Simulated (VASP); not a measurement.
A run of VASP 6.6.1:

The input INCAR:

```
ALGO = Normal
DIPOL = 0.5 0.5 0.500
EDIFF = 1E-6
ENCUT = 520
GGA = PE
IDIPOL = 3
ISIF = 2
ISMEAR = 0
LASPH = True
LCHARG = False
LDIPOL = True
LREAL = False
LWAVE = False
NBANDS = 7
NELM = 100
PREC = Accurate
SIGMA = 0.1
```

KPOINTS

```
k-points
0
Gamma
  12 12 1
```

The input POSCAR:

```
Be
1.0
    1.8408760000      0.0000000000      0.0000000000
   -0.9204380000      1.5942450000      0.0000000000
    0.0000000000      0.0000000000     14.0000000000
Be
1
Direct
    0.0000000000      0.0000000000      0.5000000000
```

Potentials or basis: VASP PAW PBE potentials, release 64 (Be).

Command:

```console
$ cat potpaw_PBE.64/Be/POTCAR > POTCAR
$ mpirun -np 1 vasp_std > vasp.out
```

Hardware: 1 thread of Intel Xeon 8259CL, on a shared host.

Estimate the wall time of this run.

Run time: 9.2 s on 1 thread of Intel Xeon 8259CL, on a shared host, peak memory 0.14 GiB. Counts: scf iterations 17, k points 19.
